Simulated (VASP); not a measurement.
Here is a VASP 6.6.1 calculation.

File POSCAR:

```
SiGe
1.0
    3.9822523240      0.0000000000      0.0000000000
   -1.9911261620      3.4487316769      0.0000000000
    0.0000000000      0.0000000000      6.5759629256
Si Ge
2 2
Direct
    0.6666666667      0.3333333333      0.8746347126
    0.3333333333      0.6666666667      0.3746347126
    0.6666666667      0.3333333333      0.5003642874
    0.3333333333      0.6666666667      0.0003642874
```

Contents of INCAR.step1:

```
ALGO = Normal ; EDIFF = 1E-4
ENCUT = 520 ; GGA = PE
ISMEAR = 0 ; LASPH = T
LCHARG = F ; LREAL = F
LWAVE = T ; NBANDS = 26
NELM = 100 ; PREC = Accurate
SIGMA = 0.02
```

INCAR.step2

```
ALGO = Normal ; EDIFF = 1E-7
ENCUT = 520 ; ISIF = 2
ISMEAR = 0 ; ISTART = 1
LASPH = T ; LCHARG = F
LMIXTAU = T ; LREAL = F
LWAVE = F ; METAGGA = R2SCAN
NBANDS = 26 ; NELM = 100
PREC = Accurate ; SIGMA = 0.02
```

File KPOINTS:

```
k-points
0
Gamma
  12 12 4
```

Potentials or basis: VASP PAW PBE potentials, release 64 (Si, Ge_d).

Run with:

```console
$ cat potpaw_PBE.64/Si/POTCAR potpaw_PBE.64/Ge_d/POTCAR > POTCAR
$ cp INCAR.step1 INCAR
$ mpirun -np 1 vasp_std > vasp.out
$ cp INCAR.step2 INCAR
$ mpirun -np 1 vasp_std > vasp.out
```

(1) What does it give for the pressure?

(2) Estimate the band gap on the k mesh.

Results:

(1) -4.4 GPa.

(2) 0.59 eV.

Caveat: the cell stands under tension; the PAW data sets were made with another functional, which shifts forces and pressure a little.
